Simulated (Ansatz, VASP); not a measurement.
One calculation of Rh, two programs

```xyz
4
Lattice="2.6554 0.0000 0.0000 -1.3277 2.2996 0.0000 0.0000 0.0000 8.6792" Properties=species:S:1:pos:R:3 pbc="T T T"
Rh    1.3277    0.7665    6.5094
Rh    0.0000    0.0000    4.3396
Rh    0.0000    1.5331    2.1698
Rh    0.0000    0.0000    0.0000
```

Alike in both runs: task single point; functional LDA; k mesh 11 × 11 × 3; occupations fermi-dirac, width 0.05 eV; no spin polarisation.

```csv
,VASP,Ansatz
version,VASP 6.6.1,Ansatz 0.2.0
potentials or method,"VASP PAW LDA potentials, release 64 (Rh_sv_GW)",Ansatz PAW
plane-wave cutoff (eV),530,420
valence electrons in the cell,68,68
```

|  | VASP | Ansatz | Ansatz less VASP |
| --- | --- | --- | --- |
| gap on the k mesh at the Fermi level (eV) | none | none | - |
| pressure (GPa) | -2.0 | 0.0 | +1.95 |
| traceless stress, the component that is largest in VASP (GPa) | -1.23 | -1.24 | -0.008 |

LDA's correlation is that of Perdew and Zunger in VASP and of Perdew and Wang (1992) in Ansatz. A gap of «none» marks a metal or a gap that the smearing closes.
